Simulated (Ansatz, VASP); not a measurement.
# Two plane-wave programs on SnO2

The input INCAR:

```
PREC = Accurate
ENCUT = 600
EDIFF = 1E-6
ISMEAR = -1
SIGMA = 0.02
LREAL = False
LASPH = True
NELM = 80
ALGO = Normal
ISIF = 3
LWAVE = False
LCHARG = False
GGA = CA
IBRION = 2
NSW = 80
EDIFFG = -0.01
```

KPOINTS

```
Automatic mesh
0
Gamma
  6 6 8
```

POSCAR

```
SnO2
1.0
    4.7380000000      0.0000000000      0.0000000000
    0.0000000000      4.7380000000      0.0000000000
    0.0000000000      0.0000000000      3.1865000000
Sn O
2 4
Direct
    0.0000000000      0.0000000000      0.0000000000
    0.5000000000      0.5000000000      0.5000000000
    0.3071000000      0.3071000000      0.0000000000
    0.1929000000      0.8071000000      0.5000000000
    0.6929000000      0.6929000000      0.0000000000
    0.8071000000      0.1929000000      0.5000000000
```

Input for Ansatz:

```yaml
crystal:
  lattice:
    - [4.738, 0.0, 0.0]
    - [0.0, 4.738, 0.0]
    - [0.0, 0.0, 3.1865]
  atoms:
    - { symbol: Sn, position: [0.0, 0.0, 0.0] }
    - { symbol: Sn, position: [0.5, 0.5, 0.5] }
    - { symbol: O, position: [0.3071, 0.3071, 0.0] }
    - { symbol: O, position: [0.1929, 0.8071, 0.5] }
    - { symbol: O, position: [0.6929, 0.6929, 0.0] }
    - { symbol: O, position: [0.8071, 0.1929, 0.5] }
  symmetry: { tolerance: 0.0003 }
hamiltonian:
  xc: lda
  pseudopotentials: { kind: paw, azcp: { folder: soft_1 } }
basis:
  ecutwfc: 420
magnetization:
  spin_polarized: false
scf:
  occupations: { method: fermi_dirac, width: 0.02 }
kpoints:
  mp_grid: { grid: [6, 6, 8], shift: [0, 0, 0] }
output:
  forces: true
  stress: true
  eigenvalues: true
relax:
  max_steps: 60
  cell: {}
```

Alike in both runs: task relaxation of cell and atoms; functional LDA; k mesh 6 × 6 × 8; occupations fermi-dirac, width 0.02 eV; no spin polarisation.

|  | VASP | Ansatz |
| --- | --- | --- |
| version | VASP 6.6.1 | Ansatz 0.2.0 |
| potentials or method | VASP PAW LDA potentials, release 64 (Sn_d, O), cutoff 600 eV | PAW plane waves |
| valence electrons in the cell | 52 | 52 |

VASP gave:

| Item | Value |
| --- | --- |
| gap on the k mesh at the Fermi level, each at its own relaxed structure (eV) | 1.15 |
| relaxed volume (Å³/atom) | 11.90 |
| relaxed cell length with the largest relative difference (Å) | 3.195 |

Problem. Estimate Ansatz's values.

Solution. gap on the k mesh at the Fermi level, each at its own relaxed structure (eV): 1.18; relaxed volume (Å³/atom): 11.84; relaxed cell length with the largest relative difference (Å): 3.189.

Ansatz warns that its potentials were made for another functional, while VASP's fit it. LDA's correlation is that of Perdew and Zunger in VASP and of Perdew and Wang (1992) in Ansatz.
